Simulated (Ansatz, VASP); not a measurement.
**TePb: VASP beside Ansatz**

```xyz
2
Lattice="3.9398 0.0000 0.0000 0.0000 3.9398 0.0000 0.0000 0.0000 3.9398" Properties=species:S:1:pos:R:3 pbc="T T T"
Te    1.9699    1.9699    1.9699
Pb    0.0000    0.0000    0.0000
```

Alike in both runs: task single point; functional PBEsol; k mesh 10 × 10 × 10; occupations gaussian, width 0.1 eV; no spin polarisation.

|  | VASP | Ansatz |
| --- | --- | --- |
| version | VASP 6.6.1 | Ansatz 0.2.0 |
| potentials or method | VASP PAW PBE potentials, release 64 (Te, Pb_d), cutoff 520 eV | scalar-relativistic, plane waves, PAW |
| valence electrons in the cell | 20 | 30 |

```csv
,VASP,Ansatz,Ansatz less VASP
gap on the k mesh at the Fermi level (eV),none,none,-
pressure (GPa),-1.1,-1.1,+0.03
```

VASP's potentials were made for PBE, not for PBEsol. A gap of «none» marks a metal or a gap that the smearing closes. With one functional, cell and mesh, what is left measures potentials, basis and numerics. VASP's potentials hold 20 valence electrons a cell and Ansatz's 30, so a difference there can come from the potentials and not from the codes.

Neither program's run includes spin-orbit coupling.
